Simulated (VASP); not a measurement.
MnO, 2 atoms in the cell. Symmetry: Fm-3m, No. 225, cubic system. The conventional cell has a = 4.418 Å, b = 4.418 Å, c = 4.418 Å, α = 90.00°, β = 90.00°, γ = 90.00°. Mn (site symmetry m-3m) has 6 O at 2.21 Å within 2.9 Å. Within 2.9 Å of O (site symmetry m-3m) lie 6 Mn at 2.21 Å.  This cell differs from its parent crystal: volume scaled by 0.98.

| Item | Value |
| --- | --- |
| Program | VASP 6.6.1 |
| Task | single point |
| Functional | LDA |
| Potentials or basis | VASP PAW LDA potentials, release 64 (Mn_pv, O) |
| Cutoff | 520 eV |
| k mesh | 10 × 10 × 10 |
| Occupations | fermi-dirac, width 0.05 eV |
| Spin | collinear spin, ferromagnetic start |
| Starting moments | [4.0, 0.0] μB |
| Dipole correction | no |
| Further INCAR settings | ALGO = Normal; EDIFF = 1e-06; NBANDS = 20 |

Potentials or basis: VASP PAW LDA potentials, release 64 (Mn_pv, O).

The run is started by

```bash
$ cat potpaw_LDA.64/Mn_pv/POTCAR potpaw_LDA.64/O/POTCAR > POTCAR
$ mpirun -np 1 vasp_std > vasp.out
```

Hardware: 1 thread of Intel Xeon 6975P-C (shared host).

Question: How long does it take, and how much memory?

Answer: Run time: 88 s on 1 thread of Intel Xeon 6975P-C (shared host), peak memory 0.12 GiB. Counts: scf iterations 15, k points 47.
